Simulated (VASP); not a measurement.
Here is a VASP 6.6.1 calculation.

INCAR

```
SYSTEM = BP
ALGO = Normal
EDIFF = 1E-6
EDIFFG = -0.005
ENCUT = 600
GGA = PS
IBRION = 2
ISIF = 3
ISMEAR = -1
LASPH = .True.
LCHARG = .False.
LREAL = .False.
LWAVE = .False.
NELM = 80
NSW = 80
PREC = Accurate
SIGMA = 0.02
```

KPOINTS

```
k-points
0
Gamma
  8 8 8
  0 0 0
```

File POSCAR:

```
BP
1.0
    0.0000000000      2.2741914336      2.2741914336
    2.2741914336      0.0000000000      2.2741914336
    2.2741914336      2.2741914336      0.0000000000
B P
1 1
Direct
    0.0000000000      0.0000000000      0.0000000000
    0.2500000000      0.2500000000      0.2500000000
```

Potentials or basis: VASP PAW PBE potentials, release 64 (B, P).

Run with:

```console
$ cat potpaw_PBE.64/B/POTCAR potpaw_PBE.64/P/POTCAR > POTCAR
$ mpirun -np 1 vasp_std > vasp.out
```

(1) What does it give for the relaxed cell?

(2) What does it give for the space group after relaxing (to 0.05 Å)?

## Answers

(1) a = 3.197 Å, b = 3.197 Å, c = 3.197 Å, α = 60.00°, β = 60.00°, γ = 60.00°.

(2) F-43m (No. 216).
